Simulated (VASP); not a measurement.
# Zr (Cmce) in VASP: single point with PBE

Aim: the single point of Zr with PBE.

Program: VASP 6.6.1. These are calculated values, not measurements. Logs are shortened: lines on timing, memory, paths and dates and some standing lists are left out, and cuts for length are marked.

## 1. The cell of the first run

Symmetry: Cmce, No. 64, orthorhombic system. Conventional cell: a = 3.605 Å, b = 11.435 Å, c = 4.770 Å, α = 90.00°, β = 90.00°, γ = 90.00°. Zr (site symmetry m) has 3 Zr at 2.36 to 2.40 Å within 3.1 Å.

## 2. Single point, PBE

INCAR

```
PREC = Accurate ; ENCUT = 520
EDIFF = 1E-6 ; ISMEAR = 0
SIGMA = 0.1 ; LREAL = False
LASPH = True ; NELM = 80
ALGO = Fast ; ISIF = 2
LWAVE = False ; LCHARG = False
GGA = PE ; NBANDS = 32
```

KPOINTS

```
regular mesh
0
Gamma
  6 6 4
```

POSCAR

```
Zr
1.0
    1.8023103959     -5.7172988389      0.0000000000
    1.8023103959      5.7172988389      0.0000000000
    0.0000000000      0.0000000000      4.7698607456
Zr
4
Direct
    0.0980000000      0.9020000000      0.9100000000
    0.5980000000      0.4020000000      0.5900000000
    0.9020000000      0.0980000000      0.0900000000
    0.4020000000      0.5980000000      0.4100000000
```

Potentials or basis: VASP PAW PBE potentials, release 64 (Zr_sv).

The run is started by

```sh
$ cat potpaw_PBE.64/Zr_sv/POTCAR > POTCAR
$ mpirun -np 1 vasp_std > vasp.out
```

OUTCAR:

```text
PREC = Accurate
   ENCUT = 520
   EDIFF = 1E-6
   ISMEAR = 0
   LREAL = False
   LASPH = True
   NELM = 80
   ISIF = 2
   GGA = PE

 ion  position               nearest neighbor table
   1  0.098  0.902  0.910-   2 2.36   2 2.36   3 2.40   2 3.71   2 3.71   4 3.74   4 3.74   4 3.74
                             4 3.74
   2  0.598  0.402  0.590-   1 2.36   1 2.36   4 2.40   1 3.71   1 3.71   3 3.74   3 3.74   3 3.74
                             3 3.74
   3  0.902  0.098  0.090-   4 2.36   4 2.36   1 2.40   4 3.71   4 3.71   2 3.74   2 3.74   2 3.74
                             2 3.74
   4  0.402  0.598  0.410-   3 2.36   3 2.36   2 2.40   3 3.71   3 3.71   1 3.74   1 3.74   1 3.74
                             1 3.74

  LATTYP: Found a base centered orthorhombic cell.
 ALAT       =     3.6046207918
 B/A-ratio  =     3.1722054380
 C/A-ratio  =     1.3232628399

  Lattice vectors:

 A1 = (   1.8023103959,  -5.7172988389,   0.0000000000)
 A2 = (   1.8023103959,   5.7172988389,   0.0000000000)
 A3 = (   0.0000000000,   0.0000000000,   4.7698607456)

Analysis of symmetry for initial positions (statically):
=====================================================================
 Subroutine PRICEL returns:
 Original cell was already a primitive cell.

 Routine SETGRP: Setting up the symmetry group for a
 base centered orthorhombic supercell.

 Subroutine GETGRP returns: Found  8 space group operations
 (whereof  4 operations were pure point group operations)
 out of a pool of  8 trial point group operations.

The static configuration has the point symmetry C_2h.
 The point group associated with its full space group is D_2h.

Analysis of symmetry for dynamics (positions and initial velocities):
=====================================================================
 Subroutine PRICEL returns:
 Original cell was already a primitive cell.

 Routine SETGRP: Setting up the symmetry group for a
 base centered orthorhombic supercell.

 Subroutine GETGRP returns: Found  8 space group operations
 (whereof  4 operations were pure point group operations)
 out of a pool of  8 trial point group operations.

The dynamic configuration has the point symmetry C_2h.
 The point group associated with its full space group is D_2h.

 Subroutine INISYM returns: Found  8 space group operations
 (whereof  4 operations are pure point group operations),
 and found     1 'primitive' translations

----------------------------------------------------------------------------------------

                                     Primitive cell

  volume of cell :      98.3006

  direct lattice vectors                    reciprocal lattice vectors
     1.802310396 -5.717298839  0.000000000     0.277421692 -0.087453886  0.000000000
     1.802310396  5.717298839  0.000000000     0.277421692  0.087453886  0.000000000
     0.000000000  0.000000000  4.769860746     0.000000000  0.000000000  0.209649726

  length of vectors
     5.994650013  5.994650013  4.769860746     0.290879662  0.290879662  0.209649726

  position of ions in fractional coordinates (direct lattice)
     0.098000000  0.902000000  0.910000000
     0.598000000  0.402000000  0.590000000
     0.902000000  0.098000000  0.090000000
     0.402000000  0.598000000  0.410000000

  ion indices of the primitive-cell ions
   primitive index   ion index
                 1           1
                 2           2
                 3           3
                 4           4

----------------------------------------------------------------------------------------

 KPOINTS: regular mesh

Automatic generation of k-mesh.
 Grid dimensions read from file:
 generate k-points for:    6    6    4

 Generating k-lattice:

  Cartesian coordinates                     Fractional coordinates (reciprocal lattice)
     0.046236949 -0.014575648  0.000000000     0.166666667  0.000000000  0.000000000
     0.046236949  0.014575648  0.000000000     0.000000000  0.166666667  0.000000000
     0.000000000  0.000000000  0.052412432     0.000000000  0.000000000  0.250000000

  Length of vectors
     0.048479944  0.048479944  0.052412432

  Shift w.r.t. Gamma in fractional coordinates (k-lattice)
     0.000000000  0.000000000  0.000000000

 Subroutine IBZKPT returns following result:
 ===========================================

 Found     39 irreducible k-points:

 Following reciprocal coordinates:
            Coordinates               Weight
  0.000000  0.000000  0.000000      1.000000
  0.166667 -0.000000  0.000000      4.000000
  0.333333 -0.000000  0.000000      4.000000
  0.500000  0.000000  0.000000      2.000000
  0.166667  0.166667  0.000000      2.000000
  0.333333  0.166667  0.000000      4.000000
[... 16 lines left out ...]
  0.333333  0.333333  0.250000      4.000000
  0.500000  0.333333  0.250000      8.000000
 [... further k-points ...]
   k-points           NKPTS =     39   k-points in BZ     NKDIM =     39   number of bands    NBANDS=     32
   number of dos      NEDOS =    301   number of ions     NIONS =      4
   total plane-waves  NPLWV =  82944
   dimension x,y,z NGX =    48 NGY =   48 NGZ =   36
   dimension x,y,z NGXF=    96 NGYF=   96 NGZF=   72
   ions per type =               4
   NGX,Y,Z   is equivalent  to a cutoff of  13.31, 13.31, 12.55 a.u.
   NGXF,Y,Z  is equivalent  to a cutoff of  26.62, 26.62, 25.09 a.u.
 SYSTEM =  unknown system
   PREC   = accura    normal or accurate (medium, high low for compatibility)
   ISTART =      0    job   : 0-new  1-cont  2-samecut
   ICHARG =      2    charge: 1-file 2-atom 10-const
   ISPIN  =      1    spin polarized calculation?
   LNONCOLLINEAR =      F non collinear calculations
   LSORBIT =      F    spin-orbit coupling
   LASPH  =      T    aspherical Exc in radial PAW
   ENCUT  =  520.0 eV  38.22 Ry    6.18 a.u.  11.15 11.15  8.87*2*pi/ulx,y,z
   NELM   =     80;   NELMIN=  2; NELMDL= -5     # of ELM steps
   EDIFF  = 0.1E-05   stopping-criterion for ELM
   LREAL  =      F    real-space projection
   EDIFFG = 0.1E-04   stopping-criterion for IOM
   NSW    =      0    number of steps for IOM
   IBRION =     -1    ionic relax: 0-MD 1-quasi-New 2-CG
   NFREE  =      0    steps in history (QN), initial steepest desc. (CG)
   ISIF   =      2    stress and relaxation
   ISYM   =      2    0-nonsym 1-usesym 2-fastsym
   POTIM  = 0.5000    time-step for ionic-motion
   TEBEG  =    0.0;   TEEND  =   0.0 temperature during run
   PSTRESS=    0.0 pullay stress
   NELECT =      48.0000    total number of electrons
   NUPDOWN=      -1.0000    fix difference up-down
   EMIN   =  10.00;   EMAX   =-10.00  energy-range for DOS
   EFERMI =   0.00;   METHOD = LEGACY
   ISMEAR =     0;   SIGMA  =   0.10  broadening in eV -4-tet -1-fermi 0-gaus
   EFERMI_NEDOS =   21; number of points for ismear=-14 and -15
   IALGO  =     68    algorithm
   IMIX   =      4    mixing-type and parameters
     AMIX     =   0.40;   BMIX     =  1.00
     AMIX_MAG =   1.60;   BMIX_MAG =  1.00
  volume/ion in A,a.u.               =      24.58       165.84
  Fermi-wavevector in a.u.,A,eV,Ry     =   1.289149  2.436139 22.611599  1.661906
  Thomas-Fermi vector in A             =   2.421060
   LORBIT       =      0    0 simple, 1 ext, 2 COOP (PROOUT), +10 PAW based schemes
   GGA     = PE    functional components
   LHFCALC =     F    Hartree Fock is set to
   AEXX    =    0.0000 exact exchange contribution
   IVDW    =     0    specifies the selected vdW correction
   LEPSILON=     F    determine dielectric tensor
   LRPA    =     F    only Hartree local field effects (RPA)
 non-spin polarized calculation
 RMM-DIIS sequential band-by-band and
 Gauss-broadening in eV      SIGMA  =   0.10
  energy-cutoff  :      520.00
  volume of cell :       98.30
 maximum number of plane-waves:      2668
 NGX is ok and might be reduce to    48
   NGX = 23   NGY = 23   NGZ = 17

 number of electron      48.0000000 magnetization

 Free energy of the ion-electron system (eV)
  ---------------------------------------------------
  ext. energy  EPLUGINS =         0.00000000
  ---------------------------------------------------
  free energy    TOTEN  =       -25.76291255 eV

  energy without entropy =      -25.72976654  energy(sigma->0) =      -25.74633954

 E-fermi :   8.0593     XC(G=0): -10.4721

 val. band max:        8.0207706935   @ k =   0.3333   0.3333   0.0000
 cond. band min:       8.0641737490   @ k =   0.3333  -0.0000   0.2500
 fundamental gap:      0.0434030555
 Fermi energy:         8.0593114084

 k-point     1 :       0.0000    0.0000    0.0000
  band No.  band energies     occupation
      1     -41.4220      2.00000
      2     -40.9752      2.00000
      3     -40.3563      2.00000
      4     -39.8724      2.00000
      5     -20.5863      2.00000
      6     -20.4001      2.00000
[... 24 lines left out ...]
     31      10.5846      0.00000
     32      10.6259      0.00000

 k-point     2 :       0.1667   -0.0000    0.0000
  band No.  band energies     occupation
      1     -41.3520      2.00000
      2     -40.9038      2.00000
      3     -40.4288      2.00000
      4     -39.9486      2.00000
      5     -20.5640      2.00000
      6     -20.4961      2.00000
[... 24 lines left out ...]
     31      10.7783      0.00000
     32      10.9649      0.00000

 k-point     3 :       0.3333   -0.0000    0.0000
  band No.  band energies     occupation
      1     -41.1596      2.00000
      2     -40.7068      2.00000
      3     -40.6262      2.00000
      4     -40.1552      2.00000
      5     -20.6121      2.00000
      6     -20.5463      2.00000
[... 24 lines left out ...]
     31       9.8810      0.00000
     32      10.7085      0.00000

 k-point     4 :       0.5000    0.0000    0.0000
  band No.  band energies     occupation
      1     -40.8942      2.00000
      2     -40.8942      2.00000
      3     -40.4335      2.00000
      4     -40.4335      2.00000
      5     -20.5994      2.00000
      6     -20.5994      2.00000
[... 654 lines left out ...]
     31      10.8805      0.00000
     32      11.4143      0.00000

 k-point    23 :       0.3333    0.3333    0.2500
  band No.  band energies     occupation
      1     -41.1206      2.00000
      2     -40.8585      2.00000
      3     -40.4730      2.00000
      4     -40.1958      2.00000
      5     -20.6088      2.00000
      6     -20.5085      2.00000
[... 24 lines left out ...]
     31      11.0023      0.00000
     32      11.0827      0.00000

 k-point    24 :       0.5000    0.3333    0.2500
  band No.  band energies     occupation
      1     -41.3033      2.00000
      2     -41.0077      2.00000
      3     -40.3220      2.00000
      4     -40.0014      2.00000
      5     -20.4756      2.00000
      6     -20.4699      2.00000
[... 24 lines left out ...]
     31      10.9616      0.00000
     32      11.3038      0.00000

 [... further k-points ...]
[... 5 lines left out ...]
  --------------------------------------------------------------------------------------
  -------------------------------------------------------------------------------------
  Total        8.7442718      4.6957440      7.6733282      0.0000000      0.0000000      0.0000000
  in kB      142.5207346     76.5347770    125.0656884      0.0000000      0.0000000      0.0000000
  external PRESSURE =     114.7070667 kB  Pullay stress =       0.0000000 kB

 VOLUME and BASIS-vectors are now :
 -----------------------------------------------------------------------------
  energy-cutoff  :      520.00
  volume of cell :       98.30
      direct lattice vectors                 reciprocal lattice vectors
     1.802310396 -5.717298839  0.000000000     0.277421692 -0.087453886  0.000000000
     1.802310396  5.717298839  0.000000000     0.277421692  0.087453886  0.000000000
     0.000000000  0.000000000  4.769860746     0.000000000  0.000000000  0.209649726

 POSITION                                       TOTAL-FORCE (eV/Angst)
 -----------------------------------------------------------------------------------
      1.80231      4.59671      4.34057         0.000000     -2.962194      3.437629
      1.80231     -1.12059      2.81422         0.000000     -2.962194     -3.437629
      1.80231     -4.59671      0.42929         0.000000      2.962194     -3.437629
      1.80231      1.12059      1.95564         0.000000      2.962194      3.437629
 -----------------------------------------------------------------------------------
    total drift:                                0.000000      0.000000      0.000000

  FREE ENERGIE OF THE ION-ELECTRON SYSTEM (eV)
  ---------------------------------------------------
  free  energy   TOTEN  =       -25.7629125531 eV

  energy  without entropy=      -25.7297665355  energy(sigma->0) =      -25.74633954
```

Run time: 4.7 min. Hardware: 1 thread of Intel Xeon Platinum 8259CL at 2.50GHz (Skylake/Cascade Lake), shared host; peak memory 0.31 GiB.

Results:

```
Free energy            : -25.7629 eV
Pressure               : 11.5 GPa
Largest force          : 4.538 eV/Å
Band gap on the k mesh : zero (bands 24 and 25 overlap by 0.80 eV)
```

Forces on the atoms (eV/Å):
```
Zr   0.000 -2.962  3.438
Zr   0.000 -2.962 -3.438
Zr   0.000  2.962 -3.438
Zr   0.000  2.962  3.438
```

Stress tensor (GPa, compression positive):
```
14.25  0.00  0.00
 0.00  7.65  0.00
 0.00  0.00 12.51
```

Levels at points of the mesh, in eV from the Fermi level:
| k point | band 21 | band 22 | band 23 | band 24 | band 25 | band 26 | band 27 | band 28 |
| --- | --- | --- | --- | --- | --- | --- | --- | --- |
| (0.00, 0.00, 0.00) | -1.97 | -1.95 | -1.31 | -0.57 | 0.11 | 1.03 | 1.24 | 1.51 |
| (0.50, 0.00, 0.00) | -1.63 | -1.63 | 0.38 | 0.38 | 0.76 | 0.76 | 1.16 | 1.16 |
| (0.50, 0.50, 0.00) | -2.34 | -2.09 | -1.46 | -1.25 | -0.11 | 0.87 | 1.20 | 1.35 |
| (0.00, 0.00, 0.50) | -1.41 | -1.41 | -0.74 | -0.74 | -0.34 | -0.34 | -0.13 | -0.13 |
| (0.50, 0.00, 0.50) | -0.72 | -0.72 | -0.38 | -0.38 | 0.92 | 0.92 | 1.08 | 1.08 |
| (0.50, 0.50, 0.50) | -1.77 | -1.77 | -0.83 | -0.83 | -0.32 | -0.32 | -0.12 | -0.12 |

Caveat: the cell stands under pressure; forces of over 1 eV/Å act on the atoms, so gaps and moduli don't describe the material at rest.
